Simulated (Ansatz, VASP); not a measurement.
## Two plane-wave programs on HfO2

```xyz
18
Lattice="5.9030 0.0028 -0.0027 -0.0028 6.3277 -0.4274 0.0028 -0.4016 5.8346" Properties=species:S:1:pos:R:3 pbc="T T T"
Hf    1.5732    1.2675    5.0230
Hf    4.5252   -0.2499    4.7098
Hf    3.9685    3.7549    0.2530
Hf    2.4617    0.1300    2.0997
Hf    5.4124    1.2899    1.7977
Hf    1.0182    3.9914    3.2181
O     1.0019    0.2765    0.7148
O     0.1477    5.9194    2.8798
O     3.9541    1.1421    3.1839
O     5.1298    4.0932    4.4895
O     2.4876    5.8544    3.8381
O     1.1958    1.8438    2.9527
O     5.3662    3.3588    1.7555
O     4.1446    5.9025    0.5185
O     5.4415    1.4918    5.4665
O     2.4143    4.3888    1.7145
O     2.1788    3.2526    4.8153
O     3.0999    1.8261    0.5924
```

Alike in both runs: functional PBE; k mesh 3 × 2 × 3; occupations gaussian, width 0.1 eV; no spin polarisation.

Ansatz relaxed the structure, and its values are those at the end. VASP's run is a single point on that final structure, the one shown.

```csv
,VASP,Ansatz
version,VASP 6.6.1,Ansatz 0.2.0
potentials or method,"VASP PAW PBE potentials, release 64 (Hf_pv, O), cutoff 520 eV","scalar-relativistic, plane waves, PAW"
valence electrons in the cell,132,228
```

Ansatz gave:

- gap on the k mesh at the Fermi level (eV): 3.82
- least direct gap on the mesh (eV): 3.82
- rms of the force components (eV/Å): 0.008

Task: Estimate VASP's values.

Result: gap on the k mesh at the Fermi level (eV): 3.78; least direct gap on the mesh (eV): 3.78; rms of the force components (eV/Å): 0.047.

The functional is the same, so the differences come from potentials, cutoffs and numerics. VASP's potentials hold 132 valence electrons a cell and Ansatz's 228, so a difference there can come from the potentials and not from the codes.

The k mesh is coarse, so the values compare programs but aren't converged. Neither program's run includes spin-orbit coupling.
